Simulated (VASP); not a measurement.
# Sb (Pm-3m) in VASP: settings compared, part 2 of 2

VASP 6.6.1. The steps go on from the part before.

### Step 4. Single point, PBE

This run uses another cell than the first one, of 31.55 Å³/atom, 1.063 times its volume.

INCAR reads:

```
ALGO     = Normal         # electronic algorithm
EDIFF    = 1E-6           # SCF threshold, eV
ENCUT    = 520            # plane-wave cutoff, eV
GGA      = PE             # functional
ISIF     = 2              # what is computed and relaxed
ISMEAR   = 0              # smearing method
LASPH    = True           # aspherical terms in the spheres
LCHARG   = False          # write CHGCAR
LREAL    = False          # projectors in reciprocal space
LWAVE    = False          # write WAVECAR
NBANDS   = 8              # bands
NELM     = 60             # most SCF steps
PREC     = Accurate       # precision mode
SIGMA    = 0.03           # smearing width, eV
```

KPOINTS reads:

```
k-points
0
Gamma
  8 8 8
```

POSCAR reads:

```
Sb
1.0
    3.1600000000      0.0000000000      0.0000000000
    0.0000000000      3.1600000000      0.0000000000
    0.0000000000      0.0000000000      3.1600000000
Sb
1
Direct
    0.0000000000      0.0000000000      0.0000000000
```

Potentials or basis: VASP PAW PBE potentials, release 64 (Sb).

Run with:

```bash
$ cat potpaw_PBE.64/Sb/POTCAR > POTCAR
$ mpirun -np 1 vasp_std > vasp.out
```

OUTCAR:

```text
EDIFF = 1E-6
   ENCUT = 520
   GGA = PE
   ISIF = 2
   ISMEAR = 0
   LASPH = True
   LREAL = False
   NELM = 60
   PREC = Accurate

 ion  position               nearest neighbor table
   1  0.000  0.000  0.000-

  LATTYP: Found a simple cubic cell.
 ALAT       =     3.1600000000

  Lattice vectors:

 A1 = (   3.1600000000,   0.0000000000,   0.0000000000)
 A2 = (   0.0000000000,   3.1600000000,   0.0000000000)
 A3 = (   0.0000000000,   0.0000000000,   3.1600000000)

Analysis of symmetry for initial positions (statically):
=====================================================================
 Subroutine PRICEL returns:
 Original cell was already a primitive cell.

 Routine SETGRP: Setting up the symmetry group for a
 simple cubic supercell.

 Subroutine GETGRP returns: Found 48 space group operations
 (whereof 48 operations were pure point group operations)
 out of a pool of 48 trial point group operations.

The static configuration has the point symmetry O_h .

Analysis of symmetry for dynamics (positions and initial velocities):
=====================================================================
 Subroutine PRICEL returns:
 Original cell was already a primitive cell.

 Routine SETGRP: Setting up the symmetry group for a
 simple cubic supercell.

 Subroutine GETGRP returns: Found 48 space group operations
 (whereof 48 operations were pure point group operations)
 out of a pool of 48 trial point group operations.

The dynamic configuration has the point symmetry O_h .

 Subroutine INISYM returns: Found 48 space group operations
 (whereof 48 operations are pure point group operations),
 and found     1 'primitive' translations

----------------------------------------------------------------------------------------

[... 104 lines left out ...]
   EFERMI =   0.00;   METHOD = LEGACY
   ISMEAR =     0;   SIGMA  =   0.03  broadening in eV -4-tet -1-fermi 0-gaus
   EFERMI_NEDOS =   21; number of points for ismear=-14 and -15
   IALGO  =     38    algorithm
   IMIX   =      4    mixing-type and parameters
     AMIX     =   0.40;   BMIX     =  1.00
     AMIX_MAG =   1.60;   BMIX_MAG =  1.00
  volume/ion in A,a.u.               =      31.55       212.94
  Fermi-wavevector in a.u.,A,eV,Ry     =   0.885886  1.674081 10.677766  0.784794
  Thomas-Fermi vector in A             =   2.006979
   LORBIT       =      0    0 simple, 1 ext, 2 COOP (PROOUT), +10 PAW based schemes
   GGA     = PE    functional components
   LHFCALC =     F    Hartree Fock is set to
   AEXX    =    0.0000 exact exchange contribution
   IVDW    =     0    specifies the selected vdW correction
   LEPSILON=     F    determine dielectric tensor
   LRPA    =     F    only Hartree local field effects (RPA)
 non-spin polarized calculation
 Gauss-broadening in eV      SIGMA  =   0.03
  energy-cutoff  :      520.00
  volume of cell :       31.55
 maximum number of plane-waves:       876
 NGX is ok and might be reduce to    24
   NGX = 11   NGY = 11   NGZ = 11

 number of electron       5.0000001 magnetization

 Free energy of the ion-electron system (eV)
  ---------------------------------------------------
  ext. energy  EPLUGINS =         0.00000000
  ---------------------------------------------------
  free energy    TOTEN  =        -4.06417509 eV

  energy without entropy =       -4.06259697  energy(sigma->0) =       -4.06338603

 E-fermi :   6.3867     XC(G=0):  -9.3891

 val. band max:        6.3844717299   @ k =   0.3750   0.2500   0.1250
 cond. band min:       6.6204066499   @ k =   0.2500   0.2500   0.2500
 fundamental gap:      0.2359349200
 Fermi energy:         6.3866913406

 k-point     1 :       0.0000    0.0000    0.0000
  band No.  band energies     occupation
      1      -5.5255      2.00000
      2       9.5669      0.00000
      3       9.5669      0.00000
      4       9.5669      0.00000
      5      13.3114      0.00000
      6      13.3114      0.00000
      7      14.3652      0.00000
      8      23.7580      0.00000
[... 243 lines left out ...]
 k-point    24 :       0.5000    0.3750    0.1250
  band No.  band energies     occupation
      1      -1.3387      2.00000
      2       2.9472      2.00000
      3       4.4427      2.00000
      4       9.8677      0.00000
      5      11.0566      0.00000
      6      16.0531      0.00000
      7      17.3340      0.00000
      8      20.0485      0.00000

 [... further k-points ...]
[... 5 lines left out ...]
  --------------------------------------------------------------------------------------
  -------------------------------------------------------------------------------------
  Total       -0.4517697     -0.4517697     -0.4517697     -0.0000000     -0.0000000      0.0000000
  in kB      -22.9385737    -22.9385737    -22.9385737     -0.0000000     -0.0000000      0.0000000
  external PRESSURE =     -22.9385737 kB  Pullay stress =       0.0000000 kB

 VOLUME and BASIS-vectors are now :
 -----------------------------------------------------------------------------
  energy-cutoff  :      520.00
  volume of cell :       31.55
      direct lattice vectors                 reciprocal lattice vectors
     3.160000000  0.000000000  0.000000000     0.316455696  0.000000000  0.000000000
     0.000000000  3.160000000  0.000000000     0.000000000  0.316455696  0.000000000
     0.000000000  0.000000000  3.160000000     0.000000000  0.000000000  0.316455696

 POSITION                                       TOTAL-FORCE (eV/Angst)
 -----------------------------------------------------------------------------------
      0.00000      0.00000      0.00000         0.000000      0.000000      0.000000
 -----------------------------------------------------------------------------------
    total drift:                               -0.000000      0.000000      0.000000

  FREE ENERGIE OF THE ION-ELECTRON SYSTEM (eV)
  ---------------------------------------------------
  free  energy   TOTEN  =        -4.0641750891 eV

  energy  without entropy=       -4.0625969683  energy(sigma->0) =       -4.06338603
```

stdout:

```text
POSCAR found type information on POSCAR Sb
 POSCAR found :  1 types and       1 ions
 scaLAPACK will be used
 LDA part: xc-table for (Slater+PW92), standard interpolation
 POSCAR, INCAR and KPOINTS ok, starting setup
 FFT: planning ... GRIDC
 FFT: planning ... GRID_SOFT
 FFT: planning ... GRID
 WAVECAR not read
 entering main loop
```

Wall time 7.5 s (1 thread of Intel Xeon Platinum 8375C at 2.90GHz (Ice Lake), shared host); peak memory 0.13 GiB.

Results:

```yaml
Free_energy: -4.0642 eV
Pressure: -2.3 GPa
```

Caveat: spin-orbit coupling is left out, which moves the levels of the heavy elements.

### Step 5. Relaxation of cell and atoms, PBEsol+D3(BJ)

This run uses another cell than the first one, of 31.55 Å³/atom, 1.063 times its volume.

INCAR reads:

```
PREC     = Accurate       # precision mode
ENCUT    = 600            # plane-wave cutoff, eV
EDIFF    = 1E-7           # SCF threshold, eV
ISMEAR   = -1             # smearing method
SIGMA    = 0.05           # smearing width, eV
LREAL    = F              # projectors in reciprocal space
LASPH    = T              # aspherical terms in the spheres
NELM     = 80             # most SCF steps
ALGO     = Normal         # electronic algorithm
ISIF     = 3              # what is computed and relaxed
LWAVE    = F              # write WAVECAR
LCHARG   = F              # write CHGCAR
GGA      = PS             # functional
IVDW     = 12             # dispersion correction
IBRION   = 2              # ionic algorithm
NSW      = 60             # ionic steps
EDIFFG   = -0.01          # ionic threshold
```

KPOINTS reads:

```
regular mesh
0
Gamma
  8 8 8
```

POSCAR is that of step 4.

Potentials or basis: VASP PAW PBE potentials, release 64 (Sb).

Run with:

```bash
$ cat potpaw_PBE.64/Sb/POTCAR > POTCAR
$ mpirun -np 1 vasp_std > vasp.out
```

OUTCAR:

```text
PREC = Accurate
   ENCUT = 600
   EDIFF = 1E-7
   ISMEAR = -1
   LREAL = F
   LASPH = T
   NELM = 80
   ISIF = 3
   GGA = PS
   IVDW = 12
   IBRION = 2
   NSW = 60
   EDIFFG = -0.01
 IVDW          = 12

 ion  position               nearest neighbor table
   1  0.000  0.000  0.000-

  LATTYP: Found a simple cubic cell.
 ALAT       =     3.1600000000

  Lattice vectors:

 A1 = (   3.1600000000,   0.0000000000,   0.0000000000)
 A2 = (   0.0000000000,   3.1600000000,   0.0000000000)
 A3 = (   0.0000000000,   0.0000000000,   3.1600000000)

Analysis of symmetry for initial positions (statically):
=====================================================================
 Subroutine PRICEL returns:
 Original cell was already a primitive cell.

 Routine SETGRP: Setting up the symmetry group for a
 simple cubic supercell.

 Subroutine GETGRP returns: Found 48 space group operations
 (whereof 48 operations were pure point group operations)
 out of a pool of 48 trial point group operations.

The static configuration has the point symmetry O_h .

Analysis of symmetry for dynamics (positions and initial velocities):
=====================================================================
 Subroutine PRICEL returns:
 Original cell was already a primitive cell.

[... 136 lines left out ...]
 conjugate gradient relaxation of ions
 non-spin polarized calculation
  energy-cutoff  :      600.00
  volume of cell :       31.55
 maximum number of plane-waves:      1074
 NGX is ok and might be reduce to    28
   NGX = 13   NGY = 13   NGZ = 13

--------------------------------------- Ionic step        1  -------------------------------------------

 number of electron       5.0000000 magnetization

 Free energy of the ion-electron system (eV)
  ---------------------------------------------------
  ext. energy  EPLUGINS =         0.00000000
  ---------------------------------------------------
  free energy    TOTEN  =        -4.47778379 eV

  energy without entropy =       -4.47051434  energy(sigma->0) =       -4.47414906

 E-fermi :   6.2412     XC(G=0):  -9.5210

 val. band max:        6.2322768560   @ k =   0.3750   0.2500   0.1250
 cond. band min:       6.4413304021   @ k =   0.2500   0.2500   0.2500
 fundamental gap:      0.2090535461
 Fermi energy:         6.2412007098

 k-point     1 :       0.0000    0.0000    0.0000
  band No.  band energies     occupation
      1      -5.6852      2.00000
      2       9.4151      0.00000
      3       9.4151      0.00000
      4       9.4151      0.00000
      5      13.1912      0.00000
      6      13.1912      0.00000
[... 284 lines left out ...]
--------------------------------------- Ionic step        3  -------------------------------------------

 number of electron       5.0000000 magnetization

 Free energy of the ion-electron system (eV)
  ---------------------------------------------------
  ext. energy  EPLUGINS =         0.00000000
  ---------------------------------------------------
  free energy    TOTEN  =        -4.50882538 eV

  energy without entropy =       -4.50088918  energy(sigma->0) =       -4.50485728

 E-fermi :   7.8495     XC(G=0): -10.0573

 val. band max:        7.8322682220   @ k =   0.3750   0.2500   0.1250
 cond. band min:       8.1060934615   @ k =   0.3750   0.2500   0.2500
 fundamental gap:      0.2738252395
 Fermi energy:         7.8495403946

 k-point     1 :       0.0000    0.0000    0.0000
  band No.  band energies     occupation
      1      -5.0634      2.00000
      2      11.3487      0.00000
      3      11.3487      0.00000
      4      11.3487      0.00000
      5      14.9341      0.00000
      6      14.9341      0.00000
[... 239 lines left out ...]
  FREE ENERGIE OF THE ION-ELECTRON SYSTEM (eV)
  ---------------------------------------------------
  free  energy   TOTEN  =        -5.0000017909 eV

  energy  without entropy=       -4.9920655888  energy(sigma->0) =       -4.99603369

 reached required accuracy - stopping structural energy minimisation
```

Run time: 24 s. Hardware: 1 thread of Intel Xeon Platinum 8375C at 2.90GHz (Ice Lake), shared host; peak memory 0.17 GiB.

What came out:

- Free energy: -5.0000 eV
- Relaxed volume: 27.79 Å³/atom
- Relaxed cell: a = 3.029 Å, b = 3.029 Å, c = 3.029 Å, α = 90.00°, β = 90.00°, γ = 90.00°
- Space group after relaxing (to 0.05 Å): Pm-3m (No. 221)
- Energy gained by relaxing: 89.9 meV/atom
- Ionic steps: 3
- Pressure after relaxing: 0.0 GPa
- Dispersion energy per atom: -0.491 eV

The path:
| step | energy change (eV) | largest force (eV/Å) | pressure (GPa) | volume (Å³) |
| --- | --- | --- | --- | --- |
| 1 | 0.0000 | 0.0000 | -6.82 | 31.55 |
| 2 | -0.0562 | 0.0000 | 5.67 | 25.81 |
| 3 | -0.0899 | 0.0000 | 0.03 | 27.79 |

Final structure:
```
CELL_PARAMETERS angstrom
3.02883 0.00000 0.00000
0.00000 3.02883 0.00000
0.00000 0.00000 3.02883
ATOMIC_POSITIONS crystal
Sb 0.00000 0.00000 0.00000
```

Levels at points of the mesh, in eV from the Fermi level:
```
           k point  band 1  band 2  band 3  band 4  band 5  band 6
(0.00, 0.00, 0.00)  -12.91    3.50    3.50    3.50    7.08    7.08
(0.50, 0.00, 0.00)  -10.22   -6.05    5.76    5.76    9.33   10.76
(0.50, 0.50, 0.00)   -7.33   -3.81   -3.81    1.91    8.10   13.51
(0.50, 0.50, 0.50)   -4.05   -1.69   -1.69   -1.69    4.77    4.77
```

Caveat: the PAW data sets were made with another functional, which shifts forces and pressure a little; spin-orbit coupling is left out, which moves the levels of the heavy elements; the volume moved by -12 % from the deposited cell, more than functionals usually miss; pairwise dispersion overbinds metals, which lowers pressure and volume.

### Step 6. Summary

```csv
task,level,cell,cutoff (eV),smearing,gap on the mesh (eV),pressure (GPa)
single point,BLYP+D4,"a = 3.096 Å, 1 atom",520,fermi-dirac 0.05 eV,none,0.3
single point,PBE,"a = 3.160 Å, 1 atom",520,gaussian 0.029 eV,none,-2.3
single point,PBE,"a = 3.160 Å, 1 atom",520,gaussian 0.03 eV,none,-2.3
relaxation of cell and atoms,PBEsol+D3(BJ),"relaxed from a = 3.160 Å, 1 atom",600,fermi-dirac 0.05 eV,none,0.0
```

Alike in all rows: potentials or basis VASP PAW PBE potentials, release 64 (Sb); no spin polarisation; k mesh 8 × 8 × 8.

Caveats: spin-orbit coupling is left out, which moves the levels of the heavy elements; the PAW data sets were made with another functional, which shifts forces and pressure a little (some runs); pairwise dispersion overbinds metals, which lowers pressure and volume (some runs); the volume moved by -12 % from the deposited cell, more than functionals usually miss (some runs).

Absolute energies hang on the potentials; compare differences alone.
